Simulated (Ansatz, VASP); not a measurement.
SnSe2: VASP beside Ansatz

```xyz
3
Lattice="3.5898 0.0000 0.0000 -1.7949 3.5057 0.0000 0.0000 0.0000 6.1456" Properties=species:S:1:pos:R:3 pbc="T T T"
Sn    0.0000    0.0000    0.0000
Se    0.0000    2.3371    1.5860
Se    1.7949    1.1686    4.5596
```

Change from the starting cell: strain -0.0600 x Voigt [1, -1, 0, 0, 0, 0], atoms carried along.

Alike in both runs: task single point; functional PBEsol; k mesh 12 × 12 × 6; occupations gaussian, width 0.05 eV; no spin polarisation.

```csv
,VASP,Ansatz
version,VASP 6.6.1,Ansatz 0.2.0
potentials or method,"VASP PAW PBE potentials, release 64 (Sn_d, Se), cutoff 520 eV","scalar-relativistic, plane waves, PAW"
valence electrons in the cell,26,46
```

VASP gave:

| Property | Result |
| --- | --- |
| gap on the k mesh at the Fermi level (eV) | none |
| pressure (GPa) | 0.9 |
| traceless stress, the component that is largest in VASP (GPa) | 5.33 |
| rms of the force components (eV/Å) | 0.064 |

Task: Which values does Ansatz return?

Result: gap on the k mesh at the Fermi level (eV): none; pressure (GPa): 0.8; traceless stress, the component that is largest in VASP (GPa): 5.34; rms of the force components (eV/Å): 0.058.

VASP's potentials were made for PBE, not for PBEsol. Atom by atom the forces differ by 0.010 eV/Å (rms over components). A gap of «none» marks a metal or a gap that the smearing closes. VASP's potentials hold 26 valence electrons a cell and Ansatz's 46, so a difference there can come from the potentials and not from the codes.
